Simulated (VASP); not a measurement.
Here is a VASP 6.6.1 calculation.

Contents of POSCAR:

```
K
1.0
    0.0000000000      3.3658369199      3.3658369199
    3.3658369199      0.0000000000      3.3658369199
    3.3658369199      3.3658369199      0.0000000000
K
1
Direct
    0.0000000000      0.0000000000      0.0000000000
```

File INCAR.step1:

```
SYSTEM = K
PREC = Accurate
ENCUT = 520
ISMEAR = 0
SIGMA = 0.1
LREAL = .False.
LASPH = .True.
NELM = 80
NBANDS = 10
GGA = PE
ALGO = Normal
EDIFF = 1E-4
LWAVE = .True.
LCHARG = .False.
```

Contents of INCAR.step2:

```
SYSTEM = K
PREC = Accurate
ENCUT = 520
EDIFF = 1E-6
ISMEAR = 0
SIGMA = 0.1
LREAL = .False.
LASPH = .True.
NELM = 80
ALGO = Normal
ISIF = 2
LWAVE = .False.
LCHARG = .False.
METAGGA = R2SCAN
LMIXTAU = .True.
NBANDS = 10
ISTART = 1
```

The input KPOINTS:

```
Automatic mesh
0
Gamma
  12 12 12
  0 0 0
```

Potentials or basis: VASP PAW PBE potentials, release 64 (K_sv).

Run with:

```sh
$ cat potpaw_PBE.64/K_sv/POTCAR > POTCAR
$ cp INCAR.step1 INCAR
$ mpirun -np 1 vasp_std > vasp.out
$ cp INCAR.step2 INCAR
$ mpirun -np 1 vasp_std > vasp.out
```

Task: Predict the band gap on the k mesh.

Result: Zero (an odd number of electrons rules out a gap without spin polarisation).

Task: What does it give for the pressure?

Result: 0.0 GPa.

Caveat: the PAW data sets were made with another functional, which shifts forces and pressure a little.
